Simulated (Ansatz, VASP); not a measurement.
## Two plane-wave programs on InP

File INCAR:

```
ALGO     = Normal         # electronic algorithm
EDIFF    = 1E-7           # SCF threshold, eV
ENCUT    = 520            # plane-wave cutoff, eV
GGA      = PE             # functional
ISIF     = 2              # what is computed and relaxed
ISMEAR   = 0              # smearing method
LASPH    = True           # aspherical terms in the spheres
LCHARG   = False          # write CHGCAR
LREAL    = False          # projectors in reciprocal space
LWAVE    = False          # write WAVECAR
NBANDS   = 16             # bands
NELM     = 60             # most SCF steps
PREC     = Accurate       # precision mode
SIGMA    = 0.05           # smearing width, eV
```

File KPOINTS:

```
k-points
0
Gamma
  10 10 10
```

Contents of POSCAR:

```
InP
1.0
    0.0000000000      2.6109101259      3.6918269180
    2.6109101259      0.0000000000      3.6918269180
    2.6109101259      2.6109101259      0.0000000000
In P
1 1
Direct
    0.0000000000      0.0000000000      0.0000000000
    0.7500000000      0.7500000000      0.7500000000
```

Input for Ansatz:

```yaml
crystal:
  lattice:
    - [0.0, 2.6109101259, 3.691826918]
    - [2.6109101259, 0.0, 3.691826918]
    - [2.6109101259, 2.6109101259, 0.0]
  atoms:
    - { symbol: In, position: [0.0, 0.0, 0.0] }
    - { symbol: P, position: [0.75, 0.75, 0.75] }
basis:
  ecutwfc: 420
kpoints:
  mp_grid: { grid: [10, 10, 10] }
hamiltonian:
  xc: pbe
scf:
  occupations: { method: gaussian, width: 0.05 }
output:
  forces: true
  stress: true
  eigenvalues: true
```

Alike in both runs: task single point; functional PBE; k mesh 10 × 10 × 10; occupations gaussian, width 0.05 eV; no spin polarisation.

```csv
,VASP,Ansatz
version,VASP 6.6.1,Ansatz 0.2.0
potentials or method,"VASP PAW PBE potentials, release 64 (In_d, P), cutoff 520 eV","scalar-relativistic, plane waves, PAW"
valence electrons in the cell,18,18
```

|  | VASP | Ansatz | Ansatz less VASP |
| --- | --- | --- | --- |
| gap on the k mesh at the Fermi level (eV) | none | none | - |
| pressure (GPa) | 1.6 | 1.6 | +0.05 |
| traceless stress, the component that is largest in VASP (GPa) | -13.43 | -13.44 | -0.004 |

A gap of «none» marks a metal or a gap that the smearing closes.
